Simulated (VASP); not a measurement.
Input of a VASP 6.6.1 run:

File INCAR:

```
SYSTEM = V
PREC = Accurate
ENCUT = 520
EDIFF = 1E-6
ISMEAR = 0
SIGMA = 0.15
LREAL = .False.
LASPH = .True.
NELM = 80
ALGO = Fast
ISIF = 2
LWAVE = .False.
LCHARG = .False.
GGA = PE
NBANDS = 12
```

The input KPOINTS:

```
Automatic mesh
0
Gamma
  24 24 24
  0 0 0
```

The input POSCAR:

```
V
1.0
    0.0000000000      2.1271726627      1.5039110725
    2.1271726627      0.0000000000      1.5039110725
    2.1271726627      2.1271726627      0.0000000000
V
1
Direct
    0.0000000000      0.0000000000      0.0000000000
```

Potentials or basis: VASP PAW PBE potentials, release 64 (V_sv).

Run with:

```bash
$ cat potpaw_PBE.64/V_sv/POTCAR > POTCAR
$ mpirun -np 1 vasp_std > vasp.out
```

Problem. Predict the pressure.

Solution. -1.7 GPa.
